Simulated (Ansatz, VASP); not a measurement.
## ZrS: VASP beside Ansatz

The input POSCAR:

```
ZrS
1.0
    0.0000000000      2.5921875000      2.6250000000
    2.6578125000      0.0000000000      2.6250000000
    2.6578125000      2.5921875000      0.0000000000
Zr S
1 1
Direct
    0.0000000000      0.0000000000      0.0000000000
    0.5000000000      0.5000000000      0.5000000000
```

The input INCAR.step1:

```
SYSTEM = ZrS
  ALGO = Normal
  EDIFF = 1E-4
  ENCUT = 520
  GGA = PE
  ISMEAR = 0
  LASPH = .TRUE.
  LCHARG = .FALSE.
  LREAL = .FALSE.
  LWAVE = .TRUE.
  NBANDS = 16
  NELM = 80
  PREC = Accurate
  SIGMA = 0.15
```

The input INCAR.step2:

```
SYSTEM = ZrS
  ALGO = Normal
  EDIFF = 1E-7
  ENCUT = 520
  ISIF = 2
  ISMEAR = 0
  ISTART = 1
  LASPH = .TRUE.
  LCHARG = .FALSE.
  LMIXTAU = .TRUE.
  LREAL = .FALSE.
  LWAVE = .FALSE.
  METAGGA = R2SCAN
  NBANDS = 16
  NELM = 80
  PREC = Accurate
  SIGMA = 0.15
```

Contents of KPOINTS:

```
k-points
0
G
  16 16 16
  0 0 0
```

Input for Ansatz:

```yaml
crystal:
  lattice:
    - [0.0, 2.5921875, 2.625]
    - [2.6578125, 0.0, 2.625]
    - [2.6578125, 2.5921875, 0.0]
  atoms:
    - { symbol: Zr, position: [0.0, 0.0, 0.0] }
    - { symbol: S, position: [0.5, 0.5, 0.5] }
basis:
  ecutwfc: 500
kpoints:
  mp_grid: { grid: [16, 16, 16] }
hamiltonian:
  xc: r2scan
scf:
  occupations: { method: gaussian, width: 0.15 }
output:
  forces: true
  stress: true
  eigenvalues: true
```

Change from the starting cell: strain +0.0125 x Voigt [1, -1, 0, 0, 0, 0], atoms carried along.

Alike in both runs: task single point; functional r2SCAN; k mesh 16 × 16 × 16; occupations gaussian, width 0.15 eV; no spin polarisation.

```csv
,VASP,Ansatz
version,VASP 6.6.1,Ansatz 0.2.0
potentials or method,"VASP PAW PBE potentials, release 64 (Zr_sv, S), cutoff 520 eV","scalar-relativistic, plane waves, PAW"
valence electrons in the cell,18,18
```

|  | VASP | Ansatz | Ansatz less VASP |
| --- | --- | --- | --- |
| gap on the k mesh at the Fermi level (eV) | none | none | - |
| pressure (GPa) | -1.8 | -1.8 | +0.01 |
| traceless stress, the component that is largest in VASP (GPa) | 3.40 | 3.40 | -0.008 |

VASP's potentials were made for PBE, not for r2SCAN. A gap of «none» marks a metal or a gap that the smearing closes.
